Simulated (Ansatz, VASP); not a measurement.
**Si: VASP beside Ansatz**

```
CELL_PARAMETERS angstrom
-3.85108 0.00000 0.00000
-1.92554 -3.33514 0.00000
-0.80231 -0.83378 12.72936
ATOMIC_POSITIONS crystal
Si 0.25779 0.10672 0.90647
Si 0.29946 0.23172 0.40647
Si 0.65363 0.62755 0.15647
Si 0.61196 0.50255 0.65647
Si 0.32554 0.30995 0.09353
Si 0.28387 0.18495 0.59353
Si 0.63804 0.58078 0.34353
Si 0.59637 0.45578 0.84353
```

Alike in both runs: task single point; functional PBE; k mesh 10 × 10 × 3; occupations gaussian, width 0.05 eV; no spin polarisation.

|  | VASP | Ansatz |
| --- | --- | --- |
| version | VASP 6.6.1 | Ansatz 0.2.0 |
| potentials or method | VASP PAW PBE potentials, release 64 (Si), cutoff 520 eV | scalar-relativistic, plane waves, PAW |
| valence electrons in the cell | 32 | 32 |

```csv
,VASP,Ansatz,Ansatz less VASP
gap on the k mesh at the Fermi level (eV),none,none,-
pressure (GPa),-0.8,-0.7,+0.06
"traceless stress, the component that is largest in VASP (GPa)",2.82,2.81,-0.006
rms of the force components (eV/Å),0.389,0.389,+0.0005
```

Atom by atom the forces differ by 0.002 eV/Å (rms over components). A gap of «none» marks a metal or a gap that the smearing closes. With one functional, cell and mesh, what is left measures potentials, basis and numerics.
